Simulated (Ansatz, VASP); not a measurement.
**One calculation of SiC, two programs**

```
Si C
1.0
     0.00000    2.14201    2.14201
     2.14201    0.00000    2.14201
     2.14201    2.14201    0.00000
Si C
1 1
Direct
  0.00589 0.99411 0.00589
  0.73623 0.76377 0.73623
```

Change from the starting cell: mode 6 frozen in at -0.060 Å, equal normal strain along x, y and z -0.0167.

Alike in both runs: task single point; functional PBEsol; k mesh 10 × 10 × 10; occupations gaussian, width 0.05 eV; no spin polarisation.

|  | VASP | Ansatz |
| --- | --- | --- |
| version | VASP 6.6.1 | Ansatz 0.2.0 |
| potentials or method | VASP PAW PBE potentials, release 64 (Si, C), cutoff 520 eV | scalar-relativistic, plane waves, PAW |
| valence electrons in the cell | 8 | 8 |

```csv
,VASP,Ansatz,Ansatz less VASP
gap on the k mesh at the Fermi level (eV),0.79,0.80,+0.009
least direct gap on the mesh (eV),4.29,4.30,+0.009
pressure (GPa),13.7,13.3,-0.40
"traceless stress, the component that is largest in VASP (GPa)",-7.91,-7.85,+0.066
rms of the force components (eV/Å),1.037,1.034,-0.0026
```

VASP's potentials were made for PBE, not for PBEsol. Atom by atom the forces differ by 0.003 eV/Å (rms over components).
